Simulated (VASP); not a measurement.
# Pt (Fm-3m) in VASP: a series of runs

Pt is run at these levels: LDA; tasks: single point.

All numbers are computed with VASP 6.6.1; they aren't measurements. Logs are shortened: lines on timing, memory, paths and dates and some standing lists are left out, and cuts for length are marked.

## Step 1: The cell of the first run

Symmetry: Fm-3m, No. 225, cubic system. Conventional cell: a = 3.842 Å, b = 3.842 Å, c = 3.842 Å, α = 90.00°, β = 90.00°, γ = 90.00°. Within 3.6 Å of Pt (site symmetry m-3m) lie 12 Pt at 2.72 Å.

## Step 2: Single point, LDA

INCAR reads:

```
SYSTEM = Pt
  PREC = Accurate
  ENCUT = 520
  EDIFF = 1E-7
  ISMEAR = -1
  SIGMA = 0.05
  LREAL = .FALSE.
  LASPH = .TRUE.
  NELM = 100
  ALGO = Normal
  ISIF = 2
  LWAVE = .FALSE.
  LCHARG = .TRUE.
  GGA = CA
  LELF = .TRUE.
  LVHAR = .TRUE.
  NBANDS = 11
```

KPOINTS reads:

```
Automatic mesh
0
G
  12 12 12
  0 0 0
```

POSCAR reads:

```
Pt
1.0
    0.0000000000      1.9208704006      1.9208704006
    1.9208704006      0.0000000000      1.9208704006
    1.9208704006      1.9208704006      0.0000000000
Pt
1
Direct
    0.0000000000      0.0000000000      0.0000000000
```

Potentials or basis: VASP PAW LDA potentials, release 64 (Pt).

Started as:

```console
cat potpaw_LDA.64/Pt/POTCAR > POTCAR
mpirun -np 1 vasp_std > vasp.out
```

OUTCAR:

```text
SYSTEM = Pt
   PREC = Accurate
   ENCUT = 520
   EDIFF = 1E-7
   ISMEAR = -1
   LREAL = .FALSE.
   LASPH = .TRUE.
   NELM = 100
   ISIF = 2
   GGA = CA

 ion  position               nearest neighbor table
   1  0.000  0.000  0.000-

  LATTYP: Found a face centered cubic cell.
 ALAT       =     3.8417408012

  Lattice vectors:

 A1 = (   0.0000000000,   1.9208704006,   1.9208704006)
 A2 = (   1.9208704006,   0.0000000000,   1.9208704006)
 A3 = (   1.9208704006,   1.9208704006,   0.0000000000)

Analysis of symmetry for initial positions (statically):
=====================================================================
 Subroutine PRICEL returns:
 Original cell was already a primitive cell.

 Routine SETGRP: Setting up the symmetry group for a
 face centered cubic supercell.

 Subroutine GETGRP returns: Found 48 space group operations
 (whereof 48 operations were pure point group operations)
 out of a pool of 48 trial point group operations.

The static configuration has the point symmetry O_h .

Analysis of symmetry for dynamics (positions and initial velocities):
=====================================================================
 Subroutine PRICEL returns:
 Original cell was already a primitive cell.

 Routine SETGRP: Setting up the symmetry group for a
 face centered cubic supercell.

 Subroutine GETGRP returns: Found 48 space group operations
 (whereof 48 operations were pure point group operations)
 out of a pool of 48 trial point group operations.

The dynamic configuration has the point symmetry O_h .

 Subroutine INISYM returns: Found 48 space group operations
 (whereof 48 operations are pure point group operations),
 and found     1 'primitive' translations

----------------------------------------------------------------------------------------

                                     Primitive cell

  volume of cell :      14.1750

  direct lattice vectors                    reciprocal lattice vectors
     0.000000000  1.920870401  1.920870401    -0.260298665  0.260298665  0.260298665
     1.920870401  0.000000000  1.920870401     0.260298665 -0.260298665  0.260298665
     1.920870401  1.920870401  0.000000000     0.260298665  0.260298665 -0.260298665

  length of vectors
     2.716520972  2.716520972  2.716520972     0.450850512  0.450850512  0.450850512

  position of ions in fractional coordinates (direct lattice)
     0.000000000  0.000000000  0.000000000

  ion indices of the primitive-cell ions
   primitive index   ion index
                 1           1

----------------------------------------------------------------------------------------

 KPOINTS: Automatic mesh

Automatic generation of k-mesh.
 Grid dimensions read from file:
 generate k-points for:   12   12   12

 Generating k-lattice:

  Cartesian coordinates                     Fractional coordinates (reciprocal lattice)
    -0.021691555  0.021691555  0.021691555     0.083333333  0.000000000  0.000000000
     0.021691555 -0.021691555  0.021691555     0.000000000  0.083333333  0.000000000
     0.021691555  0.021691555 -0.021691555     0.000000000  0.000000000  0.083333333

  Length of vectors
     0.037570876  0.037570876  0.037570876

  Shift w.r.t. Gamma in fractional coordinates (k-lattice)
     0.000000000  0.000000000  0.000000000

 Subroutine IBZKPT returns following result:
 ===========================================

 Found     72 irreducible k-points:

 Following reciprocal coordinates:
            Coordinates               Weight
  0.000000  0.000000  0.000000      1.000000
  0.083333  0.000000  0.000000      8.000000
  0.166667  0.000000  0.000000      8.000000
  0.250000  0.000000  0.000000      8.000000
  0.333333  0.000000  0.000000      8.000000
  0.416667  0.000000  0.000000      8.000000
[... 16 lines left out ...]
  0.500000  0.166667  0.000000     24.000000
 -0.416667  0.166667  0.000000     24.000000
 [... further k-points ...]
   k-points           NKPTS =     72   k-points in BZ     NKDIM =     72   number of bands    NBANDS=     11
   number of dos      NEDOS =    301   number of ions     NIONS =      1
   total plane-waves  NPLWV =   8000
   dimension x,y,z NGX =    20 NGY =   20 NGZ =   20
   dimension x,y,z NGXF=    40 NGYF=   40 NGZF=   40
   ions per type =               1
   NGX,Y,Z   is equivalent  to a cutoff of  12.24, 12.24, 12.24 a.u.
   NGXF,Y,Z  is equivalent  to a cutoff of  24.48, 24.48, 24.48 a.u.
 SYSTEM =  Pt
   PREC   = accura    normal or accurate (medium, high low for compatibility)
   ISTART =      0    job   : 0-new  1-cont  2-samecut
   ICHARG =      2    charge: 1-file 2-atom 10-const
   ISPIN  =      1    spin polarized calculation?
   LNONCOLLINEAR =      F non collinear calculations
   LSORBIT =      F    spin-orbit coupling
   LASPH  =      T    aspherical Exc in radial PAW
   ENCUT  =  520.0 eV  38.22 Ry    6.18 a.u.   5.05  5.05  5.05*2*pi/ulx,y,z
   NELM   =    100;   NELMIN=  2; NELMDL= -5     # of ELM steps
   EDIFF  = 0.1E-06   stopping-criterion for ELM
   LREAL  =      F    real-space projection
   EDIFFG = 0.1E-05   stopping-criterion for IOM
   NSW    =      0    number of steps for IOM
   IBRION =     -1    ionic relax: 0-MD 1-quasi-New 2-CG
   NFREE  =      0    steps in history (QN), initial steepest desc. (CG)
   ISIF   =      2    stress and relaxation
   ISYM   =      2    0-nonsym 1-usesym 2-fastsym
   POTIM  = 0.5000    time-step for ionic-motion
   TEBEG  =    0.0;   TEEND  =   0.0 temperature during run
   PSTRESS=    0.0 pullay stress
   NELECT =      10.0000    total number of electrons
   NUPDOWN=      -1.0000    fix difference up-down
   EMIN   =  10.00;   EMAX   =-10.00  energy-range for DOS
   EFERMI =   0.00;   METHOD = LEGACY
   ISMEAR =    -1;   SIGMA  =   0.05  broadening in eV -4-tet -1-fermi 0-gaus
   EFERMI_NEDOS =   21; number of points for ismear=-14 and -15
   IALGO  =     38    algorithm
   IMIX   =      4    mixing-type and parameters
     AMIX     =   0.40;   BMIX     =  1.00
     AMIX_MAG =   1.60;   BMIX_MAG =  1.00
  volume/ion in A,a.u.               =      14.18        95.66
  Fermi-wavevector in a.u.,A,eV,Ry     =   1.457360  2.754011 28.897379  2.123897
  Thomas-Fermi vector in A             =   2.574170
   LORBIT       =      0    0 simple, 1 ext, 2 COOP (PROOUT), +10 PAW based schemes
   GGA     = CA    functional components
   LHFCALC =     F    Hartree Fock is set to
   AEXX    =    0.0000 exact exchange contribution
   IVDW    =     0    specifies the selected vdW correction
   LEPSILON=     F    determine dielectric tensor
   LRPA    =     F    only Hartree local field effects (RPA)
 non-spin polarized calculation
  energy-cutoff  :      520.00
  volume of cell :       14.18
 maximum number of plane-waves:       392
   NGX = 11   NGY = 11   NGZ = 11

 number of electron      10.0000000 magnetization

 number of electron       9.9999999 magnetization

 Free energy of the ion-electron system (eV)
  ---------------------------------------------------
  ext. energy  EPLUGINS =         0.00000000
  ---------------------------------------------------
  free energy    TOTEN  =        -7.48635657 eV

  energy without entropy =       -7.47161942  energy(sigma->0) =       -7.47898799

 E-fermi :  12.4182     XC(G=0): -14.0478

 val. band max:       12.4142995261   @ k =  -0.4167   0.3333   0.0833
 cond. band min:      12.4189811794   @ k =   0.5000   0.4167   0.0833
 fundamental gap:      0.0046816533
 Fermi energy:        12.4181875172

 k-point     1 :       0.0000    0.0000    0.0000
  band No.  band energies     occupation
      1       1.4288      2.00000
      2       8.1766      2.00000
      3       8.1766      2.00000
      4       8.1766      2.00000
      5      10.6028      2.00000
      6      10.6028      2.00000
      7      26.8043      0.00000
      8      32.0830      0.00000
      9      32.0830      0.00000
     10      32.0830      0.00000
     11      37.7656      0.00000

 k-point     2 :       0.0833    0.0000    0.0000
  band No.  band energies     occupation
      1       1.7245      2.00000
      2       8.0409      2.00000
      3       8.2953      2.00000
      4       8.2953      2.00000
      5      10.5352      2.00000
      6      10.5352      2.00000
      7      27.2826      0.00000
      8      30.7676      0.00000
      9      32.5596      0.00000
     10      32.5596      0.00000
     11      39.2411      0.00000

 k-point     3 :       0.1667    0.0000    0.0000
  band No.  band energies     occupation
      1       2.5391      2.00000
      2       7.7728      2.00000
      3       8.5379      2.00000
      4       8.5379      2.00000
      5      10.4749      2.00000
      6      10.4749      2.00000
      7      28.3472      0.00000
      8      28.5276      0.00000
      9      33.8986      0.00000
     10      33.8986      0.00000
     11      38.1684      0.00000

 k-point     4 :       0.2500    0.0000    0.0000
  band No.  band energies     occupation
      1       3.5724      2.00000
      2       7.7937      2.00000
      3       8.5913      2.00000
      4       8.5913      2.00000
      5      10.7798      2.00000
      6      10.7798      2.00000
      7      25.9848      0.00000
      8      28.8962      0.00000
      9      35.6707      0.00000
     10      35.6707      0.00000
     11      36.4045      0.00000
[... 239 lines left out ...]
 k-point    22 :       0.4167    0.1667    0.0000
  band No.  band energies     occupation
      1       5.1051      2.00000
      2       7.4479      2.00000
      3       8.0394      2.00000
      4       9.1749      2.00000
      5      12.3888      1.28545
      6      12.9301      0.00007
      7      22.2782      0.00000
      8      28.4911      0.00000
      9      30.2401      0.00000
     10      32.2824      0.00000
     11      39.4844      0.00000

 k-point    23 :       0.5000    0.1667    0.0000
  band No.  band energies     occupation
      1       5.1724      2.00000
      2       7.4506      2.00000
      3       8.8337      2.00000
      4       8.9638      2.00000
      5      12.5299      0.19327
      6      14.9775      0.00000
      7      19.2414      0.00000
      8      27.7461      0.00000
      9      30.2593      0.00000
     10      30.7395      0.00000
     11      40.3786      0.00000

 k-point    24 :      -0.4167    0.1667    0.0000
  band No.  band energies     occupation
      1       5.2360      2.00000
      2       7.4647      2.00000
      3       8.8646      2.00000
      4       9.1742      2.00000
      5      12.0735      1.99798
      6      15.5626      0.00000
      7      18.8417      0.00000
      8      27.4744      0.00000
      9      29.5932      0.00000
     10      31.4424      0.00000
     11      39.9278      0.00000

 [... further k-points ...]
[... 5 lines left out ...]
  --------------------------------------------------------------------------------------
  -------------------------------------------------------------------------------------
  Total        1.3197478      1.3197478      1.3197478      0.0000000      0.0000000      0.0000000
  in kB      149.1685760    149.1685760    149.1685760      0.0000000      0.0000000      0.0000000
  external PRESSURE =     149.1685760 kB  Pullay stress =       0.0000000 kB

 VOLUME and BASIS-vectors are now :
 -----------------------------------------------------------------------------
  energy-cutoff  :      520.00
  volume of cell :       14.18
      direct lattice vectors                 reciprocal lattice vectors
     0.000000000  1.920870401  1.920870401    -0.260298665  0.260298665  0.260298665
     1.920870401  0.000000000  1.920870401     0.260298665 -0.260298665  0.260298665
     1.920870401  1.920870401  0.000000000     0.260298665  0.260298665 -0.260298665

 POSITION                                       TOTAL-FORCE (eV/Angst)
 -----------------------------------------------------------------------------------
      0.00000      0.00000      0.00000        -0.000000      0.000000      0.000000
 -----------------------------------------------------------------------------------
    total drift:                                0.000000     -0.000000     -0.000000

  FREE ENERGIE OF THE ION-ELECTRON SYSTEM (eV)
  ---------------------------------------------------
  free  energy   TOTEN  =        -7.4863565686 eV

  energy  without entropy=       -7.4716194156  energy(sigma->0) =       -7.47898799
```

It took 14 s on 1 thread of Intel Xeon 8259CL, shared host; peak memory 0.13 GiB.

Results:

* Free energy: -7.4864 eV
* Pressure: 14.9 GPa
* Band gap on the k mesh: zero (band 5 reaches 12.97 eV, above the bottom of band 6 at 10.47 eV)

Caveat: spin-orbit coupling is left out, which moves the levels of the heavy elements.

## Step 3: Single point, LDA

This run uses another cell than the first one, of 14.48 Å³/atom, 1.021 times its volume.

INCAR reads:

```
SYSTEM = Pt
PREC = Accurate ; ENCUT = 520
EDIFF = 1E-7 ; ISMEAR = -1
SIGMA = 0.05 ; LREAL = .False.
LASPH = .True. ; NELM = 60
ALGO = Normal ; ISIF = 2
LWAVE = .False. ; LCHARG = .False.
GGA = CA ; NBANDS = 11
```

KPOINTS reads:

```
Automatic mesh
0
Gamma
  12 12 12
  0 0 0
```

POSCAR reads:

```
Pt
1.0
    0.0000000000      1.9343981026      1.9343981026
    1.9343981026      0.0000000000      1.9343981026
    1.9343981026      1.9343981026      0.0000000000
Pt
1
Direct
    0.0000000000      0.0000000000      0.0000000000
```

Potentials or basis: VASP PAW LDA potentials, release 64 (Pt).

Started as:

```console
cat potpaw_LDA.64/Pt/POTCAR > POTCAR
mpirun -np 1 vasp_std > vasp.out
```

OUTCAR:

```text
SYSTEM = Pt
   PREC = Accurate
   ENCUT = 520
   EDIFF = 1E-7
   ISMEAR = -1
   LREAL = .False.
   LASPH = .True.
   NELM = 60
   ISIF = 2
   GGA = CA

 ion  position               nearest neighbor table
   1  0.000  0.000  0.000-

  LATTYP: Found a face centered cubic cell.
 ALAT       =     3.8687962052

  Lattice vectors:

 A1 = (   0.0000000000,   1.9343981026,   1.9343981026)
 A2 = (   1.9343981026,   0.0000000000,   1.9343981026)
 A3 = (   1.9343981026,   1.9343981026,   0.0000000000)

Analysis of symmetry for initial positions (statically):
=====================================================================
 Subroutine PRICEL returns:
 Original cell was already a primitive cell.

 Routine SETGRP: Setting up the symmetry group for a
 face centered cubic supercell.

 Subroutine GETGRP returns: Found 48 space group operations
 (whereof 48 operations were pure point group operations)
 out of a pool of 48 trial point group operations.

The static configuration has the point symmetry O_h .

Analysis of symmetry for dynamics (positions and initial velocities):
=====================================================================
 Subroutine PRICEL returns:
 Original cell was already a primitive cell.

 Routine SETGRP: Setting up the symmetry group for a
 face centered cubic supercell.

 Subroutine GETGRP returns: Found 48 space group operations
 (whereof 48 operations were pure point group operations)
 out of a pool of 48 trial point group operations.

The dynamic configuration has the point symmetry O_h .

 Subroutine INISYM returns: Found 48 space group operations
 (whereof 48 operations are pure point group operations),
 and found     1 'primitive' translations

----------------------------------------------------------------------------------------

                                     Primitive cell

  volume of cell :      14.4766

  direct lattice vectors                    reciprocal lattice vectors
     0.000000000  1.934398103  1.934398103    -0.258478335  0.258478335  0.258478335
[... 106 lines left out ...]
  Fermi-wavevector in a.u.,A,eV,Ry     =   1.447168  2.734751 28.494620  2.094295
  Thomas-Fermi vector in A             =   2.565154
   LORBIT       =      0    0 simple, 1 ext, 2 COOP (PROOUT), +10 PAW based schemes
   GGA     = CA    functional components
   LHFCALC =     F    Hartree Fock is set to
   AEXX    =    0.0000 exact exchange contribution
   IVDW    =     0    specifies the selected vdW correction
   LEPSILON=     F    determine dielectric tensor
   LRPA    =     F    only Hartree local field effects (RPA)
 non-spin polarized calculation
  energy-cutoff  :      520.00
  volume of cell :       14.48
 maximum number of plane-waves:       399
   NGX = 11   NGY = 11   NGZ = 11

 number of electron      10.0000000 magnetization

 number of electron       9.9999999 magnetization

 Free energy of the ion-electron system (eV)
  ---------------------------------------------------
  ext. energy  EPLUGINS =         0.00000000
  ---------------------------------------------------
  free energy    TOTEN  =        -7.50738518 eV

  energy without entropy =       -7.49240162  energy(sigma->0) =       -7.49989340

 E-fermi :  11.9828     XC(G=0): -13.9243

 val. band max:       11.9826227356   @ k =   0.5000   0.4167   0.0833
 cond. band min:      11.9853459568   @ k =   0.4167   0.4167   0.0000
 fundamental gap:      0.0027232212
 Fermi energy:        11.9827584479

 k-point     1 :       0.0000    0.0000    0.0000
  band No.  band energies     occupation
      1       1.2411      2.00000
      2       7.8834      2.00000
      3       7.8834      2.00000
      4       7.8834      2.00000
      5      10.2283      2.00000
      6      10.2283      2.00000
      7      26.4458      0.00000
      8      31.6021      0.00000
      9      31.6021      0.00000
     10      31.6021      0.00000
     11      37.2043      0.00000
[... 309 lines left out ...]
 k-point    24 :      -0.4167    0.1667    0.0000
  band No.  band energies     occupation
      1       5.0163      2.00000
      2       7.2013      2.00000
      3       8.5537      2.00000
      4       8.8539      2.00000
      5      11.6497      1.99745
      6      15.0799      0.00000
      7      18.2563      0.00000
      8      26.9568      0.00000
      9      29.0415      0.00000
     10      30.8164      0.00000
     11      39.2640      0.00000

 [... further k-points ...]
[... 5 lines left out ...]
  --------------------------------------------------------------------------------------
  -------------------------------------------------------------------------------------
  Total        0.6585897      0.6585897      0.6585897     -0.0000000     -0.0000000     -0.0000000
  in kB       72.8883195     72.8883195     72.8883195     -0.0000000     -0.0000000     -0.0000000
  external PRESSURE =      72.8883195 kB  Pullay stress =       0.0000000 kB

 VOLUME and BASIS-vectors are now :
 -----------------------------------------------------------------------------
  energy-cutoff  :      520.00
  volume of cell :       14.48
      direct lattice vectors                 reciprocal lattice vectors
     0.000000000  1.934398103  1.934398103    -0.258478335  0.258478335  0.258478335
     1.934398103  0.000000000  1.934398103     0.258478335 -0.258478335  0.258478335
     1.934398103  1.934398103  0.000000000     0.258478335  0.258478335 -0.258478335

 POSITION                                       TOTAL-FORCE (eV/Angst)
 -----------------------------------------------------------------------------------
      0.00000      0.00000      0.00000         0.000000      0.000000     -0.000000
 -----------------------------------------------------------------------------------
    total drift:                                0.000000      0.000000      0.000000

  FREE ENERGIE OF THE ION-ELECTRON SYSTEM (eV)
  ---------------------------------------------------
  free  energy   TOTEN  =        -7.5073851831 eV

  energy  without entropy=       -7.4924016164  energy(sigma->0) =       -7.49989340
```

It took 14 s on 1 thread of Intel Xeon 8259CL, shared host; peak memory 0.13 GiB.

Results:

```yaml
Free_energy: -7.5074 eV
Pressure: 7.3 GPa
Band_gap_on_the_k_mesh: zero (band 5 reaches 12.51 eV, above the bottom of band 6 at 10.11 eV)
```

Levels at points of the mesh, in eV from the Fermi level:
```csv
k point,band 1,band 2,band 3,band 4,band 5,band 6,band 7,band 8,band 9,band 10
"(0.00, 0.00, 0.00)",-10.74,-4.10,-4.10,-4.10,-1.75,-1.75,14.46,19.62,19.62,19.62
"(0.50, 0.00, 0.00)",-7.83,-4.16,-4.16,-0.68,0.04,0.04,6.13,14.04,19.14,19.14
"(0.50, 0.50, 0.00)",-7.59,-7.12,0.02,0.52,0.52,1.66,9.30,11.44,11.44,20.69
```

Caveat: spin-orbit coupling is left out, which moves the levels of the heavy elements.
